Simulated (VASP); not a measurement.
Here is a VASP 6.6.1 calculation.

INCAR

```
PREC = Accurate
ENCUT = 600
EDIFF = 1E-6
ISMEAR = 0
SIGMA = 0.02
LREAL = F
LASPH = T
NELM = 120
ALGO = Normal
ISIF = 2
LWAVE = F
LCHARG = F
GGA = PS
NBANDS = 16
GGA_COMPAT = F
```

File KPOINTS:

```
Automatic mesh
0
Gamma
  12 12 6
```

Contents of POSCAR:

```
BN
1.0
    2.5405721540      0.0000000000      0.0000000000
   -1.2702860770      2.2002000255      0.0000000000
    0.0000000000      0.0000000000      4.2026429164
B N
2 2
Direct
    0.6666666667      0.3333333333      0.9997366350
    0.3333333333      0.6666666667      0.4997366350
    0.6666666667      0.3333333333      0.6252633650
    0.3333333333      0.6666666667      0.1252633650
```

Potentials or basis: VASP PAW PBE potentials, release 64 (B, N).

The run is started by

```sh
$ cat potpaw_PBE.64/B/POTCAR potpaw_PBE.64/N/POTCAR > POTCAR
$ mpirun -np 1 vasp_std > vasp.out
```

Task: What does it give for the largest force?

Result: 0.004 eV/Å.

Task: What does it give for the pressure?

Result: 0.5 GPa.

Task: What does it give for the band gap on the k mesh?

Result: 4.95 eV (least direct gap 8.23 eV).

Forces on the atoms (eV/Å):
```
B    0.000  0.000 -0.004
B    0.000  0.000 -0.004
N    0.000  0.000  0.004
N    0.000  0.000  0.004
```

Caveat: the PAW data sets were made with another functional, which shifts forces and pressure a little. A k mesh can miss the band edges.
